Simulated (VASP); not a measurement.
**BN: single point with r2SCAN**

BN:

```
B N
1.0
     0.00000    1.74665    1.74665
     1.74665    0.00000    1.74665
     1.74665    1.74665    0.00000
B N
1 1
Direct
  0.00000 0.00000 0.00000
  0.25000 0.25000 0.25000
```

| Item | Value |
| --- | --- |
| Program | VASP 6.6.1 |
| Task | single point |
| Functional | r2SCAN |
| Potentials or basis | VASP PAW PBE potentials, release 64 (B, N) |
| Cutoff | 660 eV |
| k mesh | 4 × 4 × 4 |
| Occupations | gaussian, width 0.01 eV |
| Spin | no spin polarisation |
| Dipole correction | no |
| Further INCAR settings | ALGO = Normal; EDIFF = 1e-06; NBANDS = 11 |

| Item | Value |
| --- | --- |
| Pressure | 48.5 GPa |
| Band gap on the k mesh | 5.07 eV, indirect (least direct gap 10.01 eV) |

Levels at points of the mesh, in eV from the valence-band top:
```csv
k point,band 2,band 3,band 4,band 5,band 6,band 7
"(0.00, 0.00, 0.00)",0.00,0.00,0.00,10.01,10.01,10.01
"(0.50, 0.00, 0.00)",-12.11,-2.23,-2.23,12.02,12.02,12.21
"(0.50, 0.50, 0.00)",-10.05,-5.65,-5.65,5.07,10.39,20.96
```

Run time: 14 s on 1 thread of AMD EPYC 7R43 64-Core Processor (Zen 3) (shared host), peak memory 0.1 GiB.

Caveat: the k points lie up to 0.78 Å⁻¹ apart; the PAW data sets were made with another functional, which shifts forces and pressure a little. A k mesh can miss the band edges.
